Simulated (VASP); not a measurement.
A run of VASP 6.6.1 is set up as follows.

INCAR

```
SYSTEM = BP
PREC     = Accurate       ! precision mode
ENCUT    = 520            ! plane-wave cutoff, eV
EDIFF    = 1E-6           ! SCF threshold, eV
ISMEAR   = 0              ! smearing method
SIGMA    = 0.05           ! smearing width, eV
LREAL    = .FALSE.        ! projectors in reciprocal space
LASPH    = .TRUE.         ! aspherical terms in the spheres
NELM     = 80             ! most SCF steps
ALGO     = Normal         ! electronic algorithm
ISIF     = 2              ! what is computed and relaxed
LWAVE    = .FALSE.        ! write WAVECAR
LCHARG   = .FALSE.        ! write CHGCAR
GGA      = RP             ! functional
NBANDS   = 11             ! bands
```

File KPOINTS:

```
regular mesh
0
G
  8 8 8
  0 0 0
```

Contents of POSCAR:

```
BP
1.0
    0.0000000000      2.2721994813      2.2721994813
    2.2721994813      0.0000000000      2.2721994813
    2.2721994813      2.2721994813      0.0000000000
B P
1 1
Direct
    0.0000000000      0.0000000000      0.0000000000
    0.7500000000      0.7500000000      0.7500000000
```

Potentials or basis: VASP PAW PBE potentials, release 64 (B, P).

Run with:

```sh
$ cat potpaw_PBE.64/B/POTCAR potpaw_PBE.64/P/POTCAR > POTCAR
$ mpirun -np 1 vasp_std > vasp.out
```

Q: Estimate the band gap on the k mesh.

A: 1.29 eV, indirect (least direct gap 3.39 eV).

Q: Predict the pressure.

A: 2.8 GPa.

Caveat: the PAW data sets were made with another functional, which shifts forces and pressure a little. A k mesh can miss the band edges.
